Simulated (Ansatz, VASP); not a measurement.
Two plane-wave programs on AlN

```
CELL_PARAMETERS angstrom
3.11100 0.00000 0.00000
-1.55550 2.69421 0.00000
0.00000 0.00000 4.97800
ATOMIC_POSITIONS crystal
Al 0.33333 0.66667 0.00000
Al 0.66667 0.33333 0.50000
N 0.29258 0.77802 0.38500
N 0.66667 0.33333 0.88500
```

Alike in both runs: task single point; functional r2SCAN; k mesh 12 × 12 × 6; occupations gaussian, width 0.05 eV; no spin polarisation.

|  | VASP | Ansatz |
| --- | --- | --- |
| version | VASP 6.6.1 | Ansatz 0.2.0 |
| potentials or method | VASP PAW PBE potentials, release 64 (Al, N), cutoff 520 eV | scalar-relativistic, plane waves, PAW |
| valence electrons in the cell | 16 | 16 |

VASP gave:

* gap on the k mesh at the Fermi level (eV): 4.07
* least direct gap on the mesh (eV): 4.07
* pressure (GPa): 8.7
* traceless stress, the component that is largest in VASP (GPa): 18.64
* rms of the force components (eV/Å): 2.662

Question: Estimate Ansatz's values.

Answer: gap on the k mesh at the Fermi level (eV): 4.04; least direct gap on the mesh (eV): 4.04; pressure (GPa): 8.9; traceless stress, the component that is largest in VASP (GPa): 18.25; rms of the force components (eV/Å): 2.616.

VASP's potentials were made for PBE, not for r2SCAN. Atom by atom the forces differ by 0.046 eV/Å (rms over components).
